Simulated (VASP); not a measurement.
# TiSi16 (a cell with a defect) in VASP: notebook, part 2 of 2

VASP 6.6.1. Earlier steps stand in the parts before.

## (4) Single point, PBEsol

INCAR reads:

```
SYSTEM = TiSi16
PREC = Accurate
ENCUT = 520
EDIFF = 1E-6
ISMEAR = -1
SIGMA = 0.02
LREAL = Auto
LASPH = .True.
NELM = 60
ALGO = Normal
ISIF = 2
LWAVE = .False.
LCHARG = .True.
GGA = PS
LELF = .True.
LVHAR = .True.
NBANDS = 52
```

KPOINTS reads:

```
Automatic mesh
0
Gamma
  2 2 2
  0 0 0
```

POSCAR reads:

```
TiSi16
1.0
    0.0000000000      5.4300000000      5.4300000000
    5.4300000000      0.0000000000      5.4300000000
    5.4300000000      5.4300000000      0.0000000000
Si Ti
16 1
Direct
    0.1866942910      0.0405064457     -0.2770073665
    0.2034438306      0.0603130755      0.0051197053
    0.0998526703     -0.0418416206      0.3727808471
    0.2506537753      0.1531583794      0.3702302026
   -0.0054235727      0.4219797422     -0.0859023941
    0.2325782689      0.6645303867      0.0365745856
    0.0259116022      0.4850828729      0.3740699816
    0.2358287293      0.5166022099      0.4878360958
    0.5373572744      0.1139318600     -0.2665653775
    0.6502578269      0.1282872928      0.1162430939
    0.8189226519      0.1051841621      0.3032688766
    0.8164180479      0.2343370166      0.6991252302
    0.6452486188      0.4899447514     -0.0915653775
    0.6467034991      0.7976611418      0.0043278085
    0.6275782689      0.4244659300      0.3853130755
    0.4327532228      0.6729558011      0.7022375691
    0.8522559853      0.6976703499      0.6206169429
```

Potentials or basis: VASP PAW PBE potentials, release 64 (Si, Ti_sv).

On the command line:

```bash
> cat potpaw_PBE.64/Si/POTCAR potpaw_PBE.64/Ti_sv/POTCAR > POTCAR
> mpirun -np 1 vasp_std > vasp.out
```

OUTCAR:

```text
SYSTEM = TiSi16
   PREC = Accurate
   ENCUT = 520
   EDIFF = 1E-6
   ISMEAR = -1
   LREAL = Auto
   LASPH = .True.
   NELM = 60
   ISIF = 2
   GGA = PS

 ion  position               nearest neighbor table
   1  0.187  0.041  0.723-   4 2.25   2 2.32  12 2.52  16 2.53   6 2.67   9 3.06
   2  0.203  0.060  0.005-   1 2.32   3 2.32   5 2.35   9 2.44  11 2.66   6 2.83  14 2.96
   3  0.100  0.958  0.373-  11 2.08   4 2.29   2 2.32  17 2.76   8 2.78
   4  0.251  0.153  0.370-   1 2.25   7 2.26   3 2.29  10 2.66  12 2.99
   5  0.995  0.422  0.914-   2 2.35  17 2.48  13 2.48   8 2.75  14 2.89  11 2.94
   6  0.233  0.665  0.037-  16 2.22   7 2.37  13 2.60   1 2.67   2 2.83   8 3.07
   7  0.026  0.485  0.374-   4 2.26   8 2.33   6 2.37  17 2.53  12 2.61
   8  0.236  0.517  0.488-   7 2.33  17 2.44  15 2.50   5 2.75   3 2.78   6 3.07   9 3.14
   9  0.537  0.114  0.733-  14 2.36   2 2.44  12 2.59  15 2.60  11 2.92   1 3.06   8 3.14
  10  0.650  0.128  0.116-  11 2.27  13 2.40  12 2.63   4 2.66  14 3.08
  11  0.819  0.105  0.303-   3 2.08  10 2.27  15 2.36   2 2.66  17 2.83   9 2.92   5 2.94
  12  0.816  0.234  0.699-   1 2.52  13 2.57   9 2.59   7 2.61  10 2.63  15 2.81   4 2.99
  13  0.645  0.490  0.908-  16 2.28  17 2.34  10 2.40   5 2.48  12 2.57   6 2.60  14 2.81
  14  0.647  0.798  0.004-   9 2.36  13 2.81  17 2.86   5 2.89  15 2.90   2 2.96  10 3.08
  15  0.628  0.424  0.385-  11 2.36   8 2.50   9 2.60  12 2.81  14 2.90
  16  0.433  0.673  0.702-   6 2.22  13 2.28   1 2.53
  17  0.852  0.698  0.621-  13 2.34   8 2.44   5 2.48   7 2.53   3 2.76  11 2.83  14 2.86

  LATTYP: Found a face centered cubic cell.
 ALAT       =    10.8600000000

  Lattice vectors:

 A1 = (   0.0000000000,   5.4300000000,   5.4300000000)
 A2 = (   5.4300000000,   0.0000000000,   5.4300000000)
 A3 = (   5.4300000000,   5.4300000000,   0.0000000000)

Analysis of symmetry for initial positions (statically):
=====================================================================
 Subroutine PRICEL returns:
 Original cell was already a primitive cell.

 Routine SETGRP: Setting up the symmetry group for a
 face centered cubic supercell.

 Subroutine GETGRP returns: Found  1 space group operations
 (whereof  1 operations were pure point group operations)
 out of a pool of 48 trial point group operations.

The static configuration has the point symmetry C_1 .

Analysis of symmetry for dynamics (positions and initial velocities):
=====================================================================
 Subroutine PRICEL returns:
 Original cell was already a primitive cell.

 Routine SETGRP: Setting up the symmetry group for a
 face centered cubic supercell.

 Subroutine GETGRP returns: Found  1 space group operations
 (whereof  1 operations were pure point group operations)
 out of a pool of 48 trial point group operations.

The dynamic configuration has the point symmetry C_1 .

 Subroutine INISYM returns: Found  1 space group operations
 (whereof  1 operations are pure point group operations),
 and found     1 'primitive' translations

----------------------------------------------------------------------------------------

                                     Primitive cell

  volume of cell :     320.2060

  direct lattice vectors                    reciprocal lattice vectors
[... 79 lines left out ...]
  0.500000  0.500000  0.000000      1.000000
  0.000000  0.500000  0.500000      1.000000
  0.500000  0.000000  0.500000      1.000000
   k-points           NKPTS =      8   k-points in BZ     NKDIM =      8   number of bands    NBANDS=     52
   number of dos      NEDOS =    301   number of ions     NIONS =     17
   total plane-waves  NPLWV = 216000
   dimension x,y,z NGX =    60 NGY =   60 NGZ =   60
   dimension x,y,z NGXF=   120 NGYF=  120 NGZF=  120
   ions per type =              16   1
   NGX,Y,Z   is equivalent  to a cutoff of  12.99, 12.99, 12.99 a.u.
   NGXF,Y,Z  is equivalent  to a cutoff of  25.98, 25.98, 25.98 a.u.
 SYSTEM =  TiSi16
   PREC   = accura    normal or accurate (medium, high low for compatibility)
   ISTART =      0    job   : 0-new  1-cont  2-samecut
   ICHARG =      2    charge: 1-file 2-atom 10-const
   ISPIN  =      1    spin polarized calculation?
   LNONCOLLINEAR =      F non collinear calculations
   LSORBIT =      F    spin-orbit coupling
   LASPH  =      T    aspherical Exc in radial PAW
   ENCUT  =  520.0 eV  38.22 Ry    6.18 a.u.  14.28 14.28 14.28*2*pi/ulx,y,z
   NELM   =     60;   NELMIN=  2; NELMDL= -5     # of ELM steps
   EDIFF  = 0.1E-05   stopping-criterion for ELM
   LREAL  =      T    real-space projection
   EDIFFG = 0.1E-04   stopping-criterion for IOM
   NSW    =      0    number of steps for IOM
   IBRION =     -1    ionic relax: 0-MD 1-quasi-New 2-CG
   NFREE  =      0    steps in history (QN), initial steepest desc. (CG)
   ISIF   =      2    stress and relaxation
   ISYM   =      2    0-nonsym 1-usesym 2-fastsym
   POTIM  = 0.5000    time-step for ionic-motion
   TEBEG  =    0.0;   TEEND  =   0.0 temperature during run
   PSTRESS=    0.0 pullay stress
   NELECT =      76.0000    total number of electrons
   NUPDOWN=      -1.0000    fix difference up-down
   EMIN   =  10.00;   EMAX   =-10.00  energy-range for DOS
   EFERMI =   0.00;   METHOD = LEGACY
   ISMEAR =    -1;   SIGMA  =   0.02  broadening in eV -4-tet -1-fermi 0-gaus
   EFERMI_NEDOS =   21; number of points for ismear=-14 and -15
   IALGO  =     38    algorithm
   IMIX   =      4    mixing-type and parameters
     AMIX     =   0.40;   BMIX     =  1.00
     AMIX_MAG =   1.60;   BMIX_MAG =  1.00
  volume/ion in A,a.u.               =      18.84       127.11
  Fermi-wavevector in a.u.,A,eV,Ry     =   1.013607  1.915439 13.978610  1.027399
  Thomas-Fermi vector in A             =   2.146786
   LORBIT       =      0    0 simple, 1 ext, 2 COOP (PROOUT), +10 PAW based schemes
   GGA     = PS    functional components
   LHFCALC =     F    Hartree Fock is set to
   AEXX    =    0.0000 exact exchange contribution
   IVDW    =     0    specifies the selected vdW correction
   LEPSILON=     F    determine dielectric tensor
   LRPA    =     F    only Hartree local field effects (RPA)
 non-spin polarized calculation
  energy-cutoff  :      520.00
  volume of cell :      320.21
 maximum number of plane-waves:      8646
 NGX is ok and might be reduce to    60
   NGX = 29   NGY = 29   NGZ = 29

 number of electron      76.0000001 magnetization

 Free energy of the ion-electron system (eV)
  ---------------------------------------------------
  ext. energy  EPLUGINS =         0.00000000
  ---------------------------------------------------
  free energy    TOTEN  =       -90.98488723 eV

  energy without entropy =      -90.97679373  energy(sigma->0) =      -90.98084048

 E-fermi :   6.4996     XC(G=0):  -9.9906

 val. band max:        6.4775703619   @ k =   0.5000   0.0000   0.5000
 cond. band min:       6.5256742418   @ k =   0.0000   0.5000   0.5000
 fundamental gap:      0.0481038799
 Fermi energy:         6.4995787939

 k-point     1 :       0.0000    0.0000    0.0000
  band No.  band energies     occupation
      1     -50.0317      2.00000
      2     -26.4819      2.00000
      3     -26.4482      2.00000
      4     -26.4325      2.00000
      5      -6.1567      2.00000
      6      -4.1063      2.00000
[... 413 lines left out ...]
     49       9.1228      0.00000
     50       9.2441      0.00000
 [bands above 50 left out]

------------------------ aborting loop because EDIFF is reached ----------------------------------------

  FORCE on cell =-STRESS in cart. coord.  units (eV):
  Direction    XX          YY          ZZ          XY          YZ          ZX
  --------------------------------------------------------------------------------------
  -------------------------------------------------------------------------------------
  Total       -3.2972309      6.8155902     -4.7735739      4.6683465      0.6038353     -4.3719774
  in kB      -16.4979682     34.1023706    -23.8849728     23.3584589      3.0213401    -21.8755515
  external PRESSURE =      -2.0935235 kB  Pullay stress =       0.0000000 kB

 VOLUME and BASIS-vectors are now :
 -----------------------------------------------------------------------------
  energy-cutoff  :      520.00
  volume of cell :      320.21
      direct lattice vectors                 reciprocal lattice vectors
     0.000000000  5.430000000  5.430000000    -0.092081031  0.092081031  0.092081031
     5.430000000  0.000000000  5.430000000     0.092081031 -0.092081031  0.092081031
     5.430000000  5.430000000  0.000000000     0.092081031  0.092081031 -0.092081031

 POSITION                                       TOTAL-FORCE (eV/Angst)
 -----------------------------------------------------------------------------------
      4.14580      4.93960      1.23370        -0.107389      0.772870     -0.496128
      0.35530      1.13250      1.43220        -0.203086      0.707218      0.569350
      7.22700      2.56640      5.74500        -1.134515      3.643707     -0.161290
      2.84200      3.37140      2.19270        -1.470130      0.385409      1.767496
      7.25490     10.36410      7.69190         0.200494     -0.102971      0.771959
      3.80700      1.46150      4.87130         0.984677      0.387047     -0.098947
[... 9 lines left out ...]
      7.46730      6.16300      6.00400        -1.466443     -1.587651      0.835437
      7.15830      7.99770      8.41610         1.521437     -0.786793      0.812646
 -----------------------------------------------------------------------------------
    total drift:                                0.003813      0.011506      0.007608

  FREE ENERGIE OF THE ION-ELECTRON SYSTEM (eV)
  ---------------------------------------------------
  free  energy   TOTEN  =       -90.9848872332 eV

  energy  without entropy=      -90.9767937348  energy(sigma->0) =      -90.98084048
```

It took 6.6 min on 1 thread of Intel Xeon 8259CL, shared host; peak memory 0.5 GiB.

Results:

```
Free energy            : -90.9849 eV
Pressure               : -0.2 GPa
Largest force          : 3.820 eV/Å
Band gap on the k mesh : zero (bands 38 and 39 overlap by 0.11 eV)
```

Forces on the atoms (eV/Å):
```
Si  -0.107  0.773 -0.496
Si  -0.203  0.707  0.569
Si  -1.135  3.644 -0.161
Si  -1.470  0.385  1.767
Si   0.200 -0.103  0.772
Si   0.985  0.387 -0.099
Si   0.006 -1.695 -0.014
Si  -0.068  1.187  1.080
Si  -1.018 -0.449  0.288
Si  -0.233 -1.218 -1.129
Si   1.604 -2.283 -1.593
Si   0.252 -0.077 -0.387
Si   0.823  1.080 -1.832
Si  -0.550  0.399 -0.405
Si   0.858 -0.363 -0.008
Si  -1.466 -1.588  0.835
Ti   1.521 -0.787  0.813
```

Levels at points of the mesh, in eV from the Fermi level:
```csv
k point,band 36,band 37,band 38,band 39,band 40,band 41
"(0.00, 0.00, 0.00)",-0.55,-0.32,-0.15,0.05,0.23,0.32
"(0.50, 0.00, 0.00)",-0.48,-0.30,-0.23,0.11,0.30,0.44
"(0.00, 0.50, 0.00)",-0.49,-0.37,-0.24,-0.08,0.26,0.89
"(0.00, 0.00, 0.50)",-0.42,-0.21,-0.15,0.10,0.58,0.65
"(0.50, 0.50, 0.50)",-0.73,-0.46,-0.30,0.14,0.50,0.84
"(0.50, 0.50, 0.00)",-0.52,-0.17,-0.07,0.25,0.45,0.78
"(0.00, 0.50, 0.50)",-0.20,-0.15,0.03,0.21,0.73,0.86
"(0.50, 0.00, 0.50)",-0.52,-0.18,-0.02,0.47,0.49,0.62
```

Caveat: the k points lie up to 0.50 Å⁻¹ apart; the atoms stand as in a frame of molecular dynamics; the PAW data sets were made with another functional, which shifts forces and pressure a little.

## (5) Single point, PBEsol

INCAR reads:

```
  PREC = Accurate
  ENCUT = 520
  EDIFF = 1E-6
  ISMEAR = -1
  SIGMA = 0.02
  LREAL = Auto
  LASPH = T
  NELM = 100
  ALGO = Normal
  ISIF = 2
  LWAVE = F
  LCHARG = T
  GGA = PS
  LELF = T
  LVHAR = T
  NBANDS = 52
```

KPOINTS reads:

```
Automatic mesh
0
Gamma
  2 2 2
```

POSCAR reads:

```
TiSi16
1.0
    0.0000000000      5.4300000000      5.4300000000
    5.4300000000      0.0000000000      5.4300000000
    5.4300000000      5.4300000000      0.0000000000
Si Ti
16 1
Direct
    0.1855156538     -0.0141896869     -0.2546316759
    0.3301473297     -0.0259484346      0.1651381215
    0.1745856354     -0.2460405157      0.5668876611
    0.2513535912      0.2580018416      0.3516114180
   -0.0664640884      0.3052302026     -0.1207734807
    0.0756721915      0.7871270718      0.1143462247
   -0.1389410681      0.5089779006      0.3824401473
    0.2985359116      0.4572651934      0.4925874770
    0.5610681400      0.0659852670     -0.3701104972
    0.5630939227      0.2179558011      0.0252486188
    0.9184806630      0.0305064457      0.2645764273
    0.8246777164      0.1012707182      0.7219521179
    0.4847237569      0.5389594843      0.0422559853
    0.6310773481      0.8189042357     -0.0611878453
    0.6022099448      0.5271454880      0.3287845304
    0.4671362799      0.6611325967      0.6229373849
    0.8242909761      0.6923388582      0.6415837937
```

On the command line:

```bash
> cat potpaw_PBE.64/Si/POTCAR potpaw_PBE.64/Ti_sv/POTCAR > POTCAR
> mpirun -np 1 vasp_std > vasp.out
```

Wall time 6.6 min (1 thread of Intel Xeon 8259CL, shared host); peak memory 0.51 GiB.

The run converged. Its results:

```
Free energy            : -91.1353 eV
Pressure               : -2.5 GPa
Largest force          : 3.534 eV/Å
Band gap on the k mesh : zero (bands 38 and 39 overlap by 0.16 eV)
```

Forces in eV/Å, atoms in the order of the input:
```
Si   0.145 -0.936  0.636
Si   1.359 -0.028 -0.726
Si   1.731 -2.305  0.312
Si   0.506  0.030 -0.534
Si  -0.091  0.242 -0.759
Si  -2.309  0.852 -0.794
Si   0.049  2.806  1.732
Si  -1.966 -0.171 -2.932
Si   0.305 -1.713  1.010
Si  -0.616  0.081 -0.259
Si   2.034 -0.519  1.169
Si  -0.004 -0.253  0.013
Si   0.616 -0.681  0.578
Si   0.359  2.022 -0.374
Si  -1.236 -2.026 -0.106
Si   0.451  2.967  1.054
Ti  -1.334 -0.370 -0.020
```

Stress tensor (GPa, compression positive):
```
-0.29 -0.05  3.30
-0.05 -2.38  0.90
 3.30  0.90 -4.80
```

Levels at points of the mesh, in eV from the Fermi level:
```csv
k point,band 34,band 35,band 36,band 37,band 38,band 39,band 40,band 41,band 42,band 43
"(0.00, 0.00, 0.00)",-0.94,-0.77,-0.48,-0.30,-0.13,0.05,0.31,0.46,0.60,0.66
"(0.50, 0.00, 0.00)",-1.28,-0.99,-0.66,-0.58,-0.14,0.19,0.38,0.64,0.93,1.06
"(0.00, 0.50, 0.00)",-1.13,-0.86,-0.61,-0.20,0.02,0.21,0.36,0.53,0.90,1.22
"(0.00, 0.00, 0.50)",-1.37,-0.89,-0.81,-0.37,-0.24,0.02,0.31,0.71,0.76,1.22
"(0.50, 0.50, 0.50)",-1.14,-0.79,-0.69,-0.25,-0.09,0.17,0.29,0.49,0.65,1.06
"(0.50, 0.50, 0.00)",-1.15,-1.00,-0.68,-0.35,-0.06,0.30,0.47,0.51,0.75,0.84
"(0.00, 0.50, 0.50)",-1.00,-0.83,-0.52,-0.50,0.00,0.16,0.38,0.63,0.86,1.00
"(0.50, 0.00, 0.50)",-1.14,-1.00,-0.67,-0.39,-0.32,-0.14,0.16,0.50,0.54,0.81
```

Caveat: the k points lie up to 0.50 Å⁻¹ apart; the atoms stand as in a frame of molecular dynamics; the PAW data sets were made with another functional, which shifts forces and pressure a little.

## (6) The runs side by side

| cell | gap on the mesh (eV) | pressure (GPa) | largest force (eV/Å) |
| --- | --- | --- | --- |
| as given, atomic positions A | none | 0.3 | 2.46 |
| as given, atomic positions B | 0.05 | -0.5 | 3.52 |
| as given, atomic positions C | none | -0.2 | 3.82 |
| as given, atomic positions D | none | -2.5 | 3.53 |

Alike in all rows: task single point; level PBEsol; potentials or basis VASP PAW PBE potentials, release 64 (Si, Ti_sv); no spin polarisation; k mesh 2 × 2 × 2; cutoff (eV) 520; smearing fermi-dirac 0.02 eV.

Caveats: all runs use coarse meshes; the PAW data sets were made with another functional, which shifts forces and pressure a little; the atoms stand as in a frame of molecular dynamics (at least some runs).

Total energies depend on the potentials used, so only differences within one code and one set of settings carry meaning.
